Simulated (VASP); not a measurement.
Runs of VASP 6.6.1 on Zn. The structure is that of space group R-3m (No. 166), or close to it. The cells are those of the table. 

| cell | further INCAR settings | gap on the mesh (eV) | pressure (GPa) |
| --- | --- | --- | --- |
| a = 2.480 Å, angles 86.1°, 1 atom | ALGO = Fast; EDIFF = 1e-06; NBANDS = 12 | none | 13.7 |
| a = 4.112 Å, angles 30.6°, 1 atom | ALGO = Fast; EDIFF = 1e-06; NBANDS = 12 | none | 58.4 |
| a = 2.524 Å, angles 93.7°, 1 atom | ALGO = Fast; EDIFF = 1e-07; NBANDS = 12 | none | 8.6 |
| a = 3.329 Å, angles 43.7°, 1 atom | ALGO = Fast; EDIFF = 1e-06; NBANDS = 12 | none | (a) |
| a = 4.042 Å, angles 30.6°, 1 atom | ALGO = Fast; EDIFF = 1e-07; NBANDS = 12 | none | (b) |

Alike in all rows: task single point; level PBE; potentials or basis VASP PAW PBE potentials, release 64 (Zn); no spin polarisation; k mesh 22 × 22 × 22; cutoff (eV) 520; smearing gaussian 0.15 eV.

Q: Estimate the missing entries.

A: (a) 7.2; (b) 73.3.

Caveats: the cell stands under pressure.

A gap of «none» marks levels without a gap at the run's occupations.
